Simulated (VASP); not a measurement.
A run of VASP 6.6.1:

File INCAR:

```
ALGO = Normal
EDIFF = 1E-6
ENCUT = 520
GGA = PS
ISIF = 2
ISMEAR = -1
LASPH = T
LCHARG = F
LREAL = F
LWAVE = F
NBANDS = 11
NELM = 60
PREC = Accurate
SIGMA = 0.08
```

The input KPOINTS:

```
k-points
0
Gamma
  11 11 11
```

File POSCAR:

```
Ca
1.0
    2.5508920410      0.0000000000      0.0000000000
    0.0000000000      2.5508920410      0.0000000000
    0.0000000000      0.0000000000      2.5508920410
Ca
1
Direct
    0.0000000000      0.0000000000      0.0000000000
```

Potentials or basis: VASP PAW PBE potentials, release 64 (Ca_sv).

Launch:

```console
$ cat potpaw_PBE.64/Ca_sv/POTCAR > POTCAR
$ mpirun -np 1 vasp_std > vasp.out
```

Hardware: 1 thread of Intel Xeon 6975P-C (shared host).

Estimate the wall time of this run.

Wall time 13 s on 1 thread of Intel Xeon 6975P-C (shared host), peak memory 0.13 GiB. Counts: scf iterations 11, k points 56.
